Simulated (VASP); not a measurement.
Wanted: the native input for a VASP 6.6.1 run.

```
Task                   : single point
Functional             : PBE
Potentials or basis    : VASP PAW PBE potentials, release 64 (Cl, Na_pv)
Cutoff                 : 520 eV
k mesh                 : 8 × 8 × 8
Occupations            : fermi-dirac, width 0.05 eV
Spin                   : no spin polarisation
Dipole correction      : no
Further INCAR settings : ALGO = Normal; EDIFF = 1e-07; NBANDS = 14
```

The structure of NaCl lies in POSCAR:

```
NaCl
1.0
    0.0000000000      2.7563009776      2.7563009776
    2.7563009776      0.0000000000      2.7563009776
    2.7563009776      2.7563009776      0.0000000000
Cl Na
1 1
Direct
    0.5000000000      0.5000000000      0.5000000000
    0.0000000000      0.0000000000      0.0000000000
```

This cell differs from its parent crystal: volume scaled by 0.96.

One way to write it, as run:

INCAR

```
  PREC = Accurate
  ENCUT = 520
  EDIFF = 1E-7
  ISMEAR = -1
  SIGMA = 0.05
  LREAL = False
  LASPH = True
  NELM = 80
  ALGO = Normal
  ISIF = 2
  LWAVE = False
  LCHARG = False
  GGA = PE
  NBANDS = 14
```

KPOINTS

```
Automatic mesh
0
Gamma
  8 8 8
```

Potentials or basis: VASP PAW PBE potentials, release 64 (Cl, Na_pv).

Command:

```console
$ cat potpaw_PBE.64/Cl/POTCAR potpaw_PBE.64/Na_pv/POTCAR > POTCAR
$ mpirun -np 1 vasp_std > vasp.out
```

Results of the run:

| Item | Value |
| --- | --- |
| Pressure | 2.9 GPa |
| Band gap on the k mesh | 5.39 eV, direct |

It took 19 s on 1 thread of Intel(R) Xeon(R) Platinum 8259CL CPU @ 2.50GHz (Skylake/Cascade Lake) (shared host), peak memory 0.16 GiB.
